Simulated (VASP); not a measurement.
# GaN (P6_3mc) in VASP: notebook

Runs on GaN. Level: PBE. Tasks: single point.

Everything below comes from runs of VASP 6.6.1. Logs are shortened: lines on timing, memory, paths and dates and some standing lists are left out, and cuts for length are marked.

## (1) The cell of the first run

Symmetry: P6_3mc, No. 186, hexagonal system. Conventional cell: a = 3.159 Å, b = 3.159 Å, c = 5.131 Å, α = 90.00°, β = 90.00°, γ = 120.00°. Ga (site symmetry 3m) has 4 N at 1.93 to 1.94 Å within 2.6 Å. N (site symmetry 3m) has 4 Ga at 1.93 to 1.94 Å within 2.6 Å.

## (2) Single point, PBE (volume scaled by 0.98, then relaxed in part)

The input, INCAR:

```
SYSTEM = GaN
PREC     = Accurate       ! precision mode
ENCUT    = 520            ! plane-wave cutoff, eV
EDIFF    = 1E-6           ! SCF threshold, eV
ISMEAR   = -1             ! smearing method
SIGMA    = 0.02           ! smearing width, eV
LREAL    = .False.        ! projectors in reciprocal space
LASPH    = .True.         ! aspherical terms in the spheres
NELM     = 100            ! most SCF steps
ALGO     = Normal         ! electronic algorithm
ISIF     = 2              ! what is computed and relaxed
LWAVE    = .False.        ! write WAVECAR
LCHARG   = .False.        ! write CHGCAR
GGA      = PE             ! functional
NBANDS   = 26             ! bands
```

The input, KPOINTS:

```
regular mesh
0
Gamma
  11 11 6
  0 0 0
```

The input, POSCAR:

```
GaN
1.0
    3.1586570750      0.0000000000      0.0000000000
   -1.5793285375      2.7354772688      0.0000000000
    0.0000000000      0.0000000000      5.1313278144
Ga N
2 2
Direct
    0.3333333333      0.6666666667      0.0039408788
    0.6666666667      0.3333333333      0.5039408788
    0.3333333333      0.6666666667      0.3810591212
    0.6666666667      0.3333333333      0.8810591212
```

Potentials or basis: VASP PAW PBE potentials, release 64 (Ga_d, N).

The run is started by

```console
cat potpaw_PBE.64/Ga_d/POTCAR potpaw_PBE.64/N/POTCAR > POTCAR
mpirun -np 1 vasp_std > vasp.out
```

OUTCAR:

```text
SYSTEM = GaN
   PREC = Accurate
   ENCUT = 520
   EDIFF = 1E-6
   ISMEAR = -1
   LREAL = .False.
   LASPH = .True.
   NELM = 100
   ISIF = 2
   GGA = PE

 ion  position               nearest neighbor table
   1  0.333  0.667  0.004-   4 1.93   4 1.93   4 1.93   3 1.94
   2  0.667  0.333  0.504-   3 1.93   3 1.93   3 1.93   4 1.94
   3  0.333  0.667  0.381-   2 1.93   2 1.93   2 1.93   1 1.94
   4  0.667  0.333  0.881-   1 1.93   1 1.93   1 1.93   2 1.94

  LATTYP: Found a hexagonal cell.
 ALAT       =     3.1586570750
 C/A-ratio  =     1.6245283019

  Lattice vectors:

 A1 = (   3.1586570750,   0.0000000000,   0.0000000000)
 A2 = (  -1.5793285375,   2.7354772688,   0.0000000000)
 A3 = (   0.0000000000,   0.0000000000,   5.1313278144)

Analysis of symmetry for initial positions (statically):
=====================================================================
 Subroutine PRICEL returns:
 Original cell was already a primitive cell.

 Routine SETGRP: Setting up the symmetry group for a
 hexagonal supercell.

 Subroutine GETGRP returns: Found 12 space group operations
 (whereof  6 operations were pure point group operations)
 out of a pool of 24 trial point group operations.

The static configuration has the point symmetry C_3v.
 The point group associated with its full space group is C_6v.

Analysis of symmetry for dynamics (positions and initial velocities):
=====================================================================
 Subroutine PRICEL returns:
 Original cell was already a primitive cell.

 Routine SETGRP: Setting up the symmetry group for a
 hexagonal supercell.

 Subroutine GETGRP returns: Found 12 space group operations
 (whereof  6 operations were pure point group operations)
 out of a pool of 24 trial point group operations.

The dynamic configuration has the point symmetry C_3v.
 The point group associated with its full space group is C_6v.

 Subroutine INISYM returns: Found 12 space group operations
 (whereof  6 operations are pure point group operations),
 and found     1 'primitive' translations

----------------------------------------------------------------------------------------

                                     Primitive cell

  volume of cell :      44.3369

  direct lattice vectors                    reciprocal lattice vectors
     3.158657075  0.000000000  0.000000000     0.316590240  0.182783460  0.000000000
    -1.579328537  2.735477269  0.000000000     0.000000000  0.365566920  0.000000000
     0.000000000  0.000000000  5.131327814     0.000000000  0.000000000  0.194881332

  length of vectors
     3.158657075  3.158657075  5.131327814     0.365566920  0.365566920  0.194881332

  position of ions in fractional coordinates (direct lattice)
     0.333333333  0.666666667  0.003940879
     0.666666667  0.333333333  0.503940879
     0.333333333  0.666666667  0.381059121
     0.666666667  0.333333333  0.881059121

  ion indices of the primitive-cell ions
   primitive index   ion index
                 1           1
                 2           2
                 3           3
                 4           4

----------------------------------------------------------------------------------------

 KPOINTS: regular mesh

Automatic generation of k-mesh.
 Grid dimensions read from file:
 generate k-points for:   11   11    6

 Generating k-lattice:

  Cartesian coordinates                     Fractional coordinates (reciprocal lattice)
     0.028780931  0.016616678  0.000000000     0.090909091  0.000000000  0.000000000
     0.000000000  0.033233356  0.000000000     0.000000000  0.090909091  0.000000000
     0.000000000  0.000000000  0.032480222     0.000000000  0.000000000  0.166666667

  Length of vectors
     0.033233356  0.033233356  0.032480222

  Shift w.r.t. Gamma in fractional coordinates (k-lattice)
     0.000000000  0.000000000  0.000000000

 Subroutine IBZKPT returns following result:
 ===========================================

 Found     64 irreducible k-points:

 Following reciprocal coordinates:
            Coordinates               Weight
  0.000000  0.000000  0.000000      1.000000
  0.090909  0.000000  0.000000      6.000000
  0.181818  0.000000  0.000000      6.000000
  0.272727  0.000000  0.000000      6.000000
  0.363636  0.000000  0.000000      6.000000
  0.454545 -0.000000  0.000000      6.000000
[... 16 lines left out ...]
  0.090909  0.090909  0.166667     12.000000
  0.181818  0.090909  0.166667     24.000000
 [... further k-points ...]
   k-points           NKPTS =     64   k-points in BZ     NKDIM =     64   number of bands    NBANDS=     26
   number of dos      NEDOS =    301   number of ions     NIONS =      4
   total plane-waves  NPLWV =  23040
   dimension x,y,z NGX =    24 NGY =   24 NGZ =   40
   dimension x,y,z NGXF=    48 NGYF=   48 NGZF=   80
   ions per type =               2   2
   NGX,Y,Z   is equivalent  to a cutoff of  12.63, 12.63, 12.96 a.u.
   NGXF,Y,Z  is equivalent  to a cutoff of  25.26, 25.26, 25.92 a.u.
 SYSTEM =  GaN
   PREC   = accura    normal or accurate (medium, high low for compatibility)
   ISTART =      0    job   : 0-new  1-cont  2-samecut
   ICHARG =      2    charge: 1-file 2-atom 10-const
   ISPIN  =      1    spin polarized calculation?
   LNONCOLLINEAR =      F non collinear calculations
   LSORBIT =      F    spin-orbit coupling
   LASPH  =      T    aspherical Exc in radial PAW
   ENCUT  =  520.0 eV  38.22 Ry    6.18 a.u.   5.87  5.87  9.54*2*pi/ulx,y,z
   NELM   =    100;   NELMIN=  2; NELMDL= -5     # of ELM steps
   EDIFF  = 0.1E-05   stopping-criterion for ELM
   LREAL  =      F    real-space projection
   EDIFFG = 0.1E-04   stopping-criterion for IOM
   NSW    =      0    number of steps for IOM
   IBRION =     -1    ionic relax: 0-MD 1-quasi-New 2-CG
   NFREE  =      0    steps in history (QN), initial steepest desc. (CG)
   ISIF   =      2    stress and relaxation
   ISYM   =      2    0-nonsym 1-usesym 2-fastsym
   POTIM  = 0.5000    time-step for ionic-motion
   TEBEG  =    0.0;   TEEND  =   0.0 temperature during run
   PSTRESS=    0.0 pullay stress
   NELECT =      36.0000    total number of electrons
   NUPDOWN=      -1.0000    fix difference up-down
   EMIN   =  10.00;   EMAX   =-10.00  energy-range for DOS
   EFERMI =   0.00;   METHOD = LEGACY
   ISMEAR =    -1;   SIGMA  =   0.02  broadening in eV -4-tet -1-fermi 0-gaus
   EFERMI_NEDOS =   21; number of points for ismear=-14 and -15
   IALGO  =     38    algorithm
   IMIX   =      4    mixing-type and parameters
     AMIX     =   0.40;   BMIX     =  1.00
     AMIX_MAG =   1.60;   BMIX_MAG =  1.00
  volume/ion in A,a.u.               =      11.08        74.80
  Fermi-wavevector in a.u.,A,eV,Ry     =   1.527287  2.886153 31.737010  2.332604
  Thomas-Fermi vector in A             =   2.635204
   LORBIT       =      0    0 simple, 1 ext, 2 COOP (PROOUT), +10 PAW based schemes
   GGA     = PE    functional components
   LHFCALC =     F    Hartree Fock is set to
   AEXX    =    0.0000 exact exchange contribution
   IVDW    =     0    specifies the selected vdW correction
   LEPSILON=     F    determine dielectric tensor
   LRPA    =     F    only Hartree local field effects (RPA)
 non-spin polarized calculation
  energy-cutoff  :      520.00
  volume of cell :       44.34
 maximum number of plane-waves:      1208
 NGX is ok and might be reduce to    24
   NGX = 11   NGY = 11   NGZ = 19

 number of electron      36.0000010 magnetization

 Free energy of the ion-electron system (eV)
  ---------------------------------------------------
  ext. energy  EPLUGINS =         0.00000000
  ---------------------------------------------------
  free energy    TOTEN  =       -24.23283141 eV

  energy without entropy =      -24.23283141  energy(sigma->0) =      -24.23283141

 E-fermi :   6.0850     XC(G=0): -11.8310

 val. band max:        5.6454987186   @ k =   0.0000   0.0000   0.0000
 cond. band min:       7.7682189857   @ k =   0.0000   0.0000   0.0000
 fundamental gap:      2.1227202671
 Fermi energy:         6.0850203341

 k-point     1 :       0.0000    0.0000    0.0000
  band No.  band energies     occupation
      1     -10.5909      2.00000
      2      -9.5697      2.00000
      3      -7.8129      2.00000
      4      -7.7976      2.00000
      5      -7.7976      2.00000
      6      -7.7299      2.00000
[... 18 lines left out ...]
     25      17.5665      0.00000
     26      17.5665      0.00000

 k-point     2 :       0.0909    0.0000    0.0000
  band No.  band energies     occupation
      1     -10.5050      2.00000
      2      -9.5462      2.00000
      3      -7.8054      2.00000
      4      -7.7847      2.00000
      5      -7.7717      2.00000
      6      -7.7202      2.00000
[... 18 lines left out ...]
     25      17.1801      0.00000
     26      17.7562      0.00000

 k-point     3 :       0.1818    0.0000    0.0000
  band No.  band energies     occupation
      1     -10.2733      2.00000
      2      -9.4900      2.00000
      3      -7.7756      2.00000
      4      -7.7545      2.00000
      5      -7.7069      2.00000
      6      -7.6684      2.00000
[... 18 lines left out ...]
     25      17.2936      0.00000
     26      18.1775      0.00000

 k-point     4 :       0.2727    0.0000    0.0000
  band No.  band energies     occupation
      1      -9.9773      2.00000
      2      -9.4321      2.00000
      3      -7.7489      2.00000
      4      -7.7282      2.00000
      5      -7.6545      2.00000
      6      -7.6028      2.00000
[... 18 lines left out ...]
     25      17.2274      0.00000
     26      18.7626      0.00000
[... 496 lines left out ...]
      1      -9.5723      2.00000
      2      -9.3809      2.00000
      3      -7.7528      2.00000
      4      -7.7029      2.00000
      5      -7.6253      2.00000
      6      -7.5889      2.00000
[... 18 lines left out ...]
     25      17.3277      0.00000
     26      19.3828      0.00000

 k-point    23 :       0.0909    0.0909    0.1667
  band No.  band energies     occupation
      1     -10.2693      2.00000
      2      -9.5339      2.00000
      3      -7.7788      2.00000
      4      -7.7612      2.00000
      5      -7.7177      2.00000
      6      -7.7099      2.00000
[... 18 lines left out ...]
     25      16.7191      0.00000
     26      17.8431      0.00000

 k-point    24 :       0.1818    0.0909    0.1667
  band No.  band energies     occupation
      1     -10.0176      2.00000
      2      -9.4679      2.00000
      3      -7.7489      2.00000
      4      -7.7363      2.00000
      5      -7.6808      2.00000
      6      -7.6550      2.00000
[... 18 lines left out ...]
     25      16.9011      0.00000
     26      18.3822      0.00000

 [... further k-points ...]
[... 5 lines left out ...]
  --------------------------------------------------------------------------------------
  -------------------------------------------------------------------------------------
  Total        3.1356488      3.1356488      3.3799957      0.0000000      0.0000000     -0.0000000
  in kB      113.3111493    113.3111493    122.1409748      0.0000000      0.0000000     -0.0000000
  external PRESSURE =     116.2544245 kB  Pullay stress =       0.0000000 kB

 VOLUME and BASIS-vectors are now :
 -----------------------------------------------------------------------------
  energy-cutoff  :      520.00
  volume of cell :       44.34
      direct lattice vectors                 reciprocal lattice vectors
     3.158657075  0.000000000  0.000000000     0.316590240  0.182783460  0.000000000
    -1.579328537  2.735477269  0.000000000     0.000000000  0.365566920  0.000000000
     0.000000000  0.000000000  5.131327814     0.000000000  0.000000000  0.194881332

 POSITION                                       TOTAL-FORCE (eV/Angst)
 -----------------------------------------------------------------------------------
     -0.00000      1.82365      0.02022         0.000000      0.000000      0.002357
      1.57933      0.91183      2.58589        -0.000000     -0.000000      0.002357
     -0.00000      1.82365      1.95534         0.000000      0.000000     -0.002357
      1.57933      0.91183      4.52100        -0.000000     -0.000000     -0.002357
 -----------------------------------------------------------------------------------
    total drift:                               -0.000001     -0.000001     -0.000604

  FREE ENERGIE OF THE ION-ELECTRON SYSTEM (eV)
  ---------------------------------------------------
  free  energy   TOTEN  =       -24.2328314086 eV

  energy  without entropy=      -24.2328314086  energy(sigma->0) =      -24.23283141
```

Wall time 33 s (1 thread of Intel Xeon 6975P-C (Granite Rapids), shared host); peak memory 0.19 GiB.

What came out:

* Free energy: -24.2328 eV
* Pressure: 11.6 GPa
* Band gap on the k mesh: 2.12 eV, direct

Forces on the atoms (eV/Å):
```
Ga   0.000  0.000  0.002
Ga   0.000  0.000  0.002
N    0.000  0.000 -0.002
N    0.000  0.000 -0.002
```

Stress tensor (GPa, compression positive):
```
11.33  0.00  0.00
 0.00 11.33  0.00
 0.00  0.00 12.21
```

## (3) Single point, PBE (z stretched by -2 %, then relaxed in part)

The input, INCAR:

```
PREC = Accurate
ENCUT = 520
EDIFF = 1E-7
ISMEAR = -1
SIGMA = 0.02
LREAL = False
LASPH = True
NELM = 80
ALGO = Normal
ISIF = 2
LWAVE = False
LCHARG = True
GGA = PE
LELF = True
LVHAR = True
NBANDS = 26
```

The input, KPOINTS:

```
Automatic mesh
0
Gamma
  11 11 6
```

The input, POSCAR:

```
GaN
1.0
    3.1800000000      0.0000000000      0.0000000000
   -1.5900000000      2.7539607840      0.0000000000
    0.0000000000      0.0000000000      5.0626800000
Ga N
2 2
Direct
    0.3333333333      0.6666666667      0.0020430801
    0.6666666667      0.3333333333      0.5020430801
    0.3333333333      0.6666666667      0.3829569199
    0.6666666667      0.3333333333      0.8829569199
```

Potentials or basis: VASP PAW PBE potentials, release 64 (Ga_d, N).

The run is started by

```console
cat potpaw_PBE.64/Ga_d/POTCAR potpaw_PBE.64/N/POTCAR > POTCAR
mpirun -np 1 vasp_std > vasp.out
```

Wall time 49 s (1 thread of Intel Xeon 6975P-C (Granite Rapids), shared host); peak memory 0.19 GiB.

Results (log left out):

- Free energy: -24.2187 eV
- Pressure: 11.6 GPa
- Largest force: 0.008 eV/Å
- Band gap on the k mesh: 2.09 eV, direct

Forces on the atoms (eV/Å):
```
Ga   0.000  0.000 -0.008
Ga   0.000  0.000 -0.008
N    0.000  0.000  0.008
N    0.000  0.000  0.008
```

Stress tensor (GPa, compression positive):
```
 9.38  0.00  0.00
 0.00  9.38  0.00
 0.00  0.00 16.06
```

Levels at points of the mesh, in eV from the valence-band top:
```csv
k point,band 14,band 15,band 16,band 17,band 18,band 19,band 20,band 21,band 22,band 23
"(0.00, 0.00, 0.00)",-1.23,-1.23,-0.09,-0.09,0.00,2.09,4.15,9.50,9.81,9.81
"(0.00, 0.00, 0.50)",-3.79,-0.67,-0.67,-0.67,-0.67,4.31,4.31,8.67,8.67,10.33
```

Caveat: the cell differs from its parent crystal (z stretched by -2 %, then relaxed in part).
